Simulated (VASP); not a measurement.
Input of a VASP 6.6.1 run:

File POSCAR:

```
Cd
1.0
   -1.6945622374      1.6945622374      1.6945622374
    1.6945622374     -1.6945622374      1.6945622374
    1.6945622374      1.6945622374     -1.6945622374
Cd
1
Direct
    0.0000000000      0.0000000000      0.0000000000
```

File INCAR.step1:

```
ALGO = Normal ; EDIFF = 1E-4
ENCUT = 520 ; GGA = PE
ISMEAR = -1 ; LASPH = True
LCHARG = False ; LREAL = False
LWAVE = True ; NBANDS = 12
NELM = 100 ; PREC = Accurate
SIGMA = 0.1
```

Contents of INCAR.step2:

```
ALGO = Normal ; EDIFF = 1E-6
ENCUT = 520 ; ISIF = 2
ISMEAR = -1 ; ISTART = 1
LASPH = True ; LCHARG = True
LELF = True ; LMIXTAU = True
LREAL = False ; LVHAR = True
LWAVE = False ; METAGGA = R2SCAN
NBANDS = 12 ; NELM = 100
PREC = Accurate ; SIGMA = 0.1
```

The input KPOINTS:

```
k-points
0
Gamma
  14 14 14
```

Potentials or basis: VASP PAW PBE potentials, release 64 (Cd).

Launch:

```bash
$ cat potpaw_PBE.64/Cd/POTCAR > POTCAR
$ cp INCAR.step1 INCAR
$ mpirun -np 1 vasp_std > vasp.out
$ cp INCAR.step2 INCAR
$ mpirun -np 1 vasp_std > vasp.out
```

(1) Predict the pressure.

(2) Predict the band gap on the k mesh.

## Answers

(1) 9.3 GPa.

(2) zero (band 6 reaches 7.56 eV, above the bottom of band 7 at 3.15 eV).

Caveat: the PAW data sets were made with another functional, which shifts forces and pressure a little.
